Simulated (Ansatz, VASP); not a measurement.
## Two plane-wave programs on Mo2PdS4

Contents of INCAR:

```
PREC = Accurate ; ENCUT = 520
EDIFF = 1E-6 ; ISMEAR = -1
SIGMA = 0.1 ; LREAL = False
LASPH = True ; NELM = 150
ALGO = Normal ; ISIF = 2
LWAVE = False ; LCHARG = False
ISPIN = 2 ; MAGMOM = 0 0 0 0 0 0 0
LORBIT = 11 ; LMAXMIX = 4
GGA = PE ; NBANDS = 44
```

KPOINTS

```
Automatic mesh
0
Gamma
  6 6 4
```

Contents of POSCAR:

```
Mo2PdS4
1.0
    0.0000000000      3.3111390000      0.0000000000
    3.7331710000     -1.6555700000      5.2158980000
    2.8805190000      0.0000000000     -5.2158980000
Pd S Mo
1 4 2
Direct
    0.0000000000      0.0000000000      0.0000000000
    0.3622000000      0.7244000000      0.0228000000
    0.6378000000      0.2756000000      0.9772000000
    0.1045000000      0.2090000000      0.4411000000
    0.8955000000      0.7910000000      0.5589000000
    0.2569000000      0.5138000000      0.3095000000
    0.7431000000      0.4862000000      0.6905000000
```

Input for Ansatz:

```yaml
crystal:
  lattice:
    - [0.0, 3.311139, 0.0]
    - [3.733171, -1.65557, 5.215898]
    - [2.880519, 0.0, -5.215898]
  atoms:
    - { symbol: Pd, position: [0.0, 0.0, 0.0] }
    - { symbol: S, position: [0.3622, 0.7244, 0.0228] }
    - { symbol: S, position: [0.6378, 0.2756, 0.9772] }
    - { symbol: S, position: [0.1045, 0.209, 0.4411] }
    - { symbol: S, position: [0.8955, 0.791, 0.5589] }
    - { symbol: Mo, position: [0.2569, 0.5138, 0.3095] }
    - { symbol: Mo, position: [0.7431, 0.4862, 0.6905] }
  symmetry: { tolerance: 0.0003 }
kpoints:
  mp_grid: { grid: [6, 6, 4], shift: [0, 0, 0] }
magnetization:
  spin_polarized: true
scf:
  occupations: { method: fermi_dirac }
  convergence: { dr2_threshold: 1.0e-08 }
hamiltonian:
  pseudopotentials: { kind: paw }
  xc: pbe
basis:
  ecutwfc: 420
output:
  forces: true
  stress: true
  eigenvalues: true
```

Alike in both runs: task single point; functional PBE; k mesh 6 × 6 × 4; collinear spin.

```csv
,VASP,Ansatz
version,VASP 6.6.1,Ansatz 0.2.0
potentials or method,"VASP PAW PBE potentials, release 64 (Pd, S, Mo_sv), cutoff 520 eV",PAW plane waves
occupations,"fermi-dirac, width 0.1 eV",fermi-dirac
valence electrons in the cell,62,70
```

Ansatz gave:

- gap on the k mesh at the Fermi level (eV): none
- pressure (GPa): 2.5
- traceless stress, the component that is largest in VASP (GPa): 3.17
- rms of the force components (eV/Å): 0.470
- net moment per atom (μB): 0.00

Problem. What did VASP give for the same quantities?

Solution. gap on the k mesh at the Fermi level (eV): none; pressure (GPa): 2.5; traceless stress, the component that is largest in VASP (GPa): 3.15; rms of the force components (eV/Å): 0.467; net moment per atom (μB): 0.00.

Atom by atom the forces differ by 0.006 eV/Å (rms over components). A gap of «none» marks a metal or a gap that the smearing closes. VASP's potentials hold 62 valence electrons a cell and Ansatz's 70, so a difference there can come from the potentials and not from the codes. Ansatz's warnings: no starting moments, stress scf threshold loose.
